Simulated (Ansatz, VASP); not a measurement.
**One calculation of HfN, two programs**

```xyz
2
Lattice="0.0000 2.5341 2.5341 2.5341 0.0000 2.5341 2.5341 2.5341 0.0000" Properties=species:S:1:pos:R:3 pbc="T T T"
Hf    0.0000    0.0000    0.0000
N     3.8011    3.8011    3.8011
```

Alike in both runs: task single point; functional PBE; k mesh 8 × 8 × 8; occupations fermi-dirac, width 0.05 eV; no spin polarisation.

|  | VASP | Ansatz |
| --- | --- | --- |
| version | VASP 6.6.1 | Ansatz 0.2.0 |
| potentials or method | VASP PAW PBE potentials, release 64 (Hf_pv, N), cutoff 520 eV | plane waves, PAW |
| valence electrons in the cell | 15 | 31 |

VASP gave:

```
pressure (GPa) : -15.5
```

Task: Estimate Ansatz's values.

Result: Pressure (GPa): -14.4.

VASP's potentials hold 15 valence electrons a cell and Ansatz's 31, so a difference there can come from the potentials and not from the codes.

Spin-orbit coupling is off throughout.
